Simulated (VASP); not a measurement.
Wanted: the native input for a VASP 6.6.1 run.

```
Task                   : single point
Functional             : PBE
Potentials or basis    : VASP PAW PBE potentials, release 64 (Ge_d)
Cutoff                 : 520 eV
k mesh                 : 11 × 11 × 11
Occupations            : fermi-dirac, width 0.08 eV
Spin                   : no spin polarisation
Dipole correction      : no
Further INCAR settings : ALGO = Normal; EDIFF = 1e-06; NBANDS = 21
```

The structure of Ge lies in POSCAR:

```
Ge
1.0
    0.0000000000      2.5335827539      2.5335827539
    2.5335827539      0.0000000000      2.5335827539
    2.5335827539      2.5335827539      0.0000000000
Ge
2
Direct
   -0.1250000000     -0.1250000000     -0.1250000000
    0.1250000000      0.1250000000      0.1250000000
```

One way to write it, as run:

INCAR

```
SYSTEM = Ge
  PREC = Accurate
  ENCUT = 520
  EDIFF = 1E-6
  ISMEAR = -1
  SIGMA = 0.08
  LREAL = .False.
  LASPH = .True.
  NELM = 80
  ALGO = Normal
  ISIF = 2
  LWAVE = .False.
  LCHARG = .False.
  GGA = PE
  NBANDS = 21
```

KPOINTS

```
regular mesh
0
Gamma
  11 11 11
  0 0 0
```

Potentials or basis: VASP PAW PBE potentials, release 64 (Ge_d).

The run is started by

```sh
$ cat potpaw_PBE.64/Ge_d/POTCAR > POTCAR
$ mpirun -np 1 vasp_std > vasp.out
```

It gave:

```
Pressure               : 55.3 GPa
Band gap on the k mesh : zero (bands 14 and 15 overlap by 0.04 eV)
```

Caveat: the cell stands under pressure; semilocal functionals underestimate gaps, so a narrow gap can read as zero.

Wall time 25 s on 1 thread of AMD EPYC 7R13 Processor (Zen 3) (shared host), peak memory 0.14 GiB.
